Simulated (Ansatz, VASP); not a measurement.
# One calculation of AlCu2, two programs

```
Al Cu
1.0
     2.76862    0.00000    0.00000
    -1.38431    2.39769    0.00000
     0.00000    0.00000   11.92662
Al Cu
2 4
Direct
  0.33333 0.66667 0.83248
  0.33333 0.66667 0.16752
  0.33333 0.66667 0.50000
  0.66667 0.33333 0.00000
  0.66667 0.33333 0.33320
  0.66667 0.33333 0.66680
```

Alike in both runs: functional PBE; k mesh 6 × 6 × 2; occupations gaussian, width 0.1 eV; no spin polarisation.

Ansatz relaxed the structure, and its values are those at the end. VASP's run is a single point on that final structure, the one shown.

|  | VASP | Ansatz |
| --- | --- | --- |
| version | VASP 6.6.1 | Ansatz 0.2.0 |
| potentials or method | VASP PAW PBE potentials, release 64 (Al, Cu), cutoff 520 eV | scalar-relativistic, plane waves, PAW |
| valence electrons in the cell | 50 | 82 |

Ansatz gave:

- gap on the k mesh at the Fermi level (eV): none
- pressure (GPa): 0.1

Q: Which values does VASP return?

A: gap on the k mesh at the Fermi level (eV): none; pressure (GPa): 0.4.

A gap of «none» marks a metal or a gap that the smearing closes. VASP's potentials hold 50 valence electrons a cell and Ansatz's 82, so a difference there can come from the potentials and not from the codes.

The k mesh is coarse, so the values compare programs but aren't converged.
